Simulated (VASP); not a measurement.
# BeTe6Br (Fm-3m) in VASP: a series of runs, part 2 of 2

VASP 6.6.1. Earlier steps stand in the parts before.

## 4. Relaxation of cell and atoms, PBE

This run uses another cell than the first one, of 26.50 Å³/atom.

INCAR

```
PREC = Accurate ; ENCUT = 600
EDIFF = 1E-7 ; ISMEAR = 0
SIGMA = 0.1 ; LREAL = F
LASPH = T ; NELM = 60
ALGO = Normal ; ISIF = 3
LWAVE = F ; LCHARG = F
GGA = PE ; IBRION = 2
NSW = 100 ; EDIFFG = -0.01
```

KPOINTS

```
Automatic mesh
0
Gamma
  8 8 8
```

POSCAR

```
BeTe6Br
1.0
    0.0000000000      4.7325299844      4.7325299844
    4.7325299844      0.0000000000      4.7325299844
    4.7325299844      4.7325299844      0.0000000000
Be Te Br
1 6 1
Direct
    0.5000000000      0.5000000000      0.5000000000
    0.5000000000      0.0000000000      0.0000000000
    0.0000000000      0.5000000000      0.5000000000
    0.0000000000      0.5000000000      0.0000000000
    0.5000000000      0.0000000000      0.5000000000
    0.0000000000      0.0000000000      0.5000000000
    0.5000000000      0.5000000000      0.0000000000
    0.0000000000      0.0000000000      0.0000000000
```

Potentials or basis: VASP PAW PBE potentials, release 64 (Be, Te, Br).

Launch:

```console
cat potpaw_PBE.64/Be/POTCAR potpaw_PBE.64/Te/POTCAR potpaw_PBE.64/Br/POTCAR > POTCAR
mpirun -np 1 vasp_std > vasp.out
```

OUTCAR:

```text
PREC = Accurate
   ENCUT = 600
   EDIFF = 1E-7
   ISMEAR = 0
   LREAL = F
   LASPH = T
   NELM = 60
   ISIF = 3
   GGA = PE
   IBRION = 2
   NSW = 100
   EDIFFG = -0.01

 ion  position               nearest neighbor table
   1  0.500  0.500  0.500-
   2  0.500  0.000  0.000-   5 3.35   7 3.35   5 3.35   6 3.35   4 3.35   7 3.35   4 3.35   6 3.35

   3  0.000  0.500  0.500-   4 3.35   6 3.35   4 3.35   7 3.35   5 3.35   6 3.35   5 3.35   7 3.35

   4  0.000  0.500  0.000-   3 3.35   7 3.35   3 3.35   6 3.35   2 3.35   6 3.35   2 3.35   7 3.35

   5  0.500  0.000  0.500-   2 3.35   6 3.35   2 3.35   7 3.35   3 3.35   7 3.35   3 3.35   6 3.35

   6  0.000  0.000  0.500-   3 3.35   5 3.35   2 3.35   4 3.35   3 3.35   4 3.35   2 3.35   5 3.35

   7  0.500  0.500  0.000-   2 3.35   4 3.35   3 3.35   5 3.35   2 3.35   5 3.35   3 3.35   4 3.35

   8  0.000  0.000  0.000-

  LATTYP: Found a face centered cubic cell.
 ALAT       =     9.4650599688

  Lattice vectors:

 A1 = (   0.0000000000,   4.7325299844,   4.7325299844)
[... 195 lines left out ...]
 fundamental gap:      0.0461654721
 Fermi energy:         6.9577528330

 k-point     1 :       0.0000    0.0000    0.0000
  band No.  band energies     occupation
      1      -8.1788      2.00000
      2      -6.0362      2.00000
      3      -4.1075      2.00000
      4      -4.1075      2.00000
      5      -4.1075      2.00000
      6      -2.7923      2.00000
[... 709 lines left out ...]
     26       7.6683      0.00000
     27       7.9322      0.00000

 [... further k-points ...]

------------------------ aborting loop because EDIFF is reached ----------------------------------------

  FORCE on cell =-STRESS in cart. coord.  units (eV):
  Direction    XX          YY          ZZ          XY          YZ          ZX
  --------------------------------------------------------------------------------------
  -------------------------------------------------------------------------------------
  Total        0.0074561      0.0074561      0.0074561     -0.0000000      0.0000000      0.0000000
  in kB        0.0563523      0.0563523      0.0563523     -0.0000000      0.0000000      0.0000000
  external PRESSURE =       0.0563523 kB  Pullay stress =       0.0000000 kB

 VOLUME and BASIS-vectors are now :
 -----------------------------------------------------------------------------
  energy-cutoff  :      600.00
  volume of cell :      211.99
      direct lattice vectors                 reciprocal lattice vectors
     0.000000000  4.732529984  4.732529984    -0.105651734  0.105651734  0.105651734
     4.732529984  0.000000000  4.732529984     0.105651734 -0.105651734  0.105651734
     4.732529984  4.732529984  0.000000000     0.105651734  0.105651734 -0.105651734

 POSITION                                       TOTAL-FORCE (eV/Angst)
 -----------------------------------------------------------------------------------
      4.73253      4.73253      4.73253        -0.000000     -0.000000     -0.000000
      0.00000      2.36626      2.36626        -0.000000     -0.000000      0.000000
      4.73253      2.36626      2.36626         0.000000      0.000000      0.000000
      2.36626      0.00000      2.36626         0.000000      0.000000      0.000000
      2.36626      4.73253      2.36626         0.000000      0.000000     -0.000000
      2.36626      2.36626      0.00000         0.000000     -0.000000      0.000000
      2.36626      2.36626      4.73253        -0.000000      0.000000      0.000000
      0.00000      0.00000      0.00000        -0.000000      0.000000      0.000000
 -----------------------------------------------------------------------------------
    total drift:                               -0.000000      0.000000     -0.000000

  FREE ENERGIE OF THE ION-ELECTRON SYSTEM (eV)
  ---------------------------------------------------
  free  energy   TOTEN  =       -19.9532471693 eV

  energy  without entropy=      -19.9229393050  energy(sigma->0) =      -19.93809324

 reached required accuracy - stopping structural energy minimisation
```

OSZICAR:

```text
N       E                     dE             d eps       ncg     rms          rms(c)
DAV:   1     0.240062520107E+03    0.24006E+03   -0.18587E+04  1566   0.153E+03
DAV:   2     0.257596231139E+01   -0.23749E+03   -0.23237E+03  1956   0.207E+02
DAV:   3    -0.194082231807E+02   -0.21984E+02   -0.21233E+02  1980   0.692E+01
DAV:   4    -0.203169828696E+02   -0.90876E+00   -0.88465E+00  1997   0.145E+01
DAV:   5    -0.203525137396E+02   -0.35531E-01   -0.35101E-01  2245   0.279E+00    0.177E+01
DAV:   6    -0.199354456497E+02    0.41707E+00   -0.12446E+00  2266   0.529E+00    0.103E+01
DAV:   7    -0.199575276523E+02   -0.22082E-01   -0.45304E-01  1742   0.265E+00    0.399E+00
DAV:   8    -0.199543881803E+02    0.31395E-02   -0.44553E-02  2080   0.105E+00    0.102E+00
DAV:   9    -0.199537279143E+02    0.66027E-03   -0.18638E-02  2091   0.659E-01    0.331E-01
DAV:  10    -0.199532199495E+02    0.50796E-03   -0.21384E-03  2110   0.270E-01    0.889E-02
DAV:  11    -0.199532574897E+02   -0.37540E-04   -0.57281E-04  1770   0.114E-01    0.572E-02
DAV:  12    -0.199532484378E+02    0.90519E-05   -0.26370E-05  2198   0.272E-02    0.296E-02
DAV:  13    -0.199532477945E+02    0.64331E-06   -0.11619E-05  1771   0.146E-02    0.129E-02
DAV:  14    -0.199532471758E+02    0.61870E-06   -0.43448E-07  1753   0.335E-03    0.172E-03
DAV:  15    -0.199532471693E+02    0.65374E-08   -0.93874E-08  1200   0.158E-03
   1 F= -.19953247E+02 E0= -.19938093E+02  d E =-.199532E+02
```

CONTCAR:

```text
BeTe6Br
   1.00000000000000
     0.0000000000000000    4.7325299844000002    4.7325299844000002
     4.7325299844000002    0.0000000000000000    4.7325299844000002
     4.7325299844000002    4.7325299844000002    0.0000000000000000
  Be              Te              Br
     1     6     1
Direct
     0.5000000000000000    0.5000000000000000    0.5000000000000000
     0.5000000000000000    0.0000000000000000    0.0000000000000000
     0.0000000000000000    0.5000000000000000    0.5000000000000000
     0.0000000000000000    0.5000000000000000    0.0000000000000000
     0.5000000000000000    0.0000000000000000    0.5000000000000000
     0.0000000000000000    0.0000000000000000    0.5000000000000000
     0.5000000000000000    0.5000000000000000    0.0000000000000000
     0.0000000000000000    0.0000000000000000    0.0000000000000000

  0.00000000E+00  0.00000000E+00  0.00000000E+00
  0.00000000E+00  0.00000000E+00  0.00000000E+00
  0.00000000E+00  0.00000000E+00  0.00000000E+00
  0.00000000E+00  0.00000000E+00  0.00000000E+00
  0.00000000E+00  0.00000000E+00  0.00000000E+00
  0.00000000E+00  0.00000000E+00  0.00000000E+00
  0.00000000E+00  0.00000000E+00  0.00000000E+00
  0.00000000E+00  0.00000000E+00  0.00000000E+00
```

It took 8.1 min on 1 thread of AMD EPYC 7R13, shared host; peak memory 0.47 GiB.

What came out:

```yaml
Free_energy: -19.9532 eV
Pressure_after_relaxing: 0.0 GPa
Band_gap_on_the_k_mesh: zero (an odd number of electrons rules out a gap without spin polarisation)
```

Final structure:
```
CELL_PARAMETERS angstrom
0.00000 4.73253 4.73253
4.73253 0.00000 4.73253
4.73253 4.73253 0.00000
ATOMIC_POSITIONS crystal
Be 0.50000 0.50000 0.50000
Te 0.50000 0.00000 0.00000
Te 0.00000 0.50000 0.50000
Te 0.00000 0.50000 0.00000
Te 0.50000 0.00000 0.50000
Te 0.00000 0.00000 0.50000
Te 0.50000 0.50000 0.00000
Br 0.00000 0.00000 0.00000
```

Caveat: the relaxation stopped at its first step, so nothing moved; spin-orbit coupling is left out, which moves the levels of the heavy elements; an odd number of electrons without spin polarisation forces a metal; a magnetic or distorted state may lie lower.

## 5. Overview

```tsv
task	cell	k mesh	cutoff (eV)	gap on the mesh (eV)	pressure (GPa)
single point	a = 6.698 Å, angles 60.0°, 8 atoms	8 × 8 × 8	520	none	-0.1
relaxation of cell and atoms	relaxed from a = 7.508 Å, angles 60.0°, 8 atoms	4 × 4 × 4	600	none	0.0
relaxation of cell and atoms	relaxed from a = 6.693 Å, angles 60.0°, 8 atoms	8 × 8 × 8	600	none	0.0
```

Alike in all rows: level PBE; potentials or basis VASP PAW PBE potentials, release 64 (Be, Te, Br); no spin polarisation; smearing gaussian 0.1 eV.

Caveats: spin-orbit coupling is left out, which moves the levels of the heavy elements; an odd number of electrons without spin polarisation forces a metal; a magnetic or distorted state may lie lower; the volume moved by over 15 % at a fixed basis, so the end points are rough (at least some runs); the relaxation stopped at its first step, so nothing moved (at least some runs).

Absolute energies hang on the potentials; compare differences alone.

The gap in the log of VASP goes by the Fermi energy; the results here count the filled bands.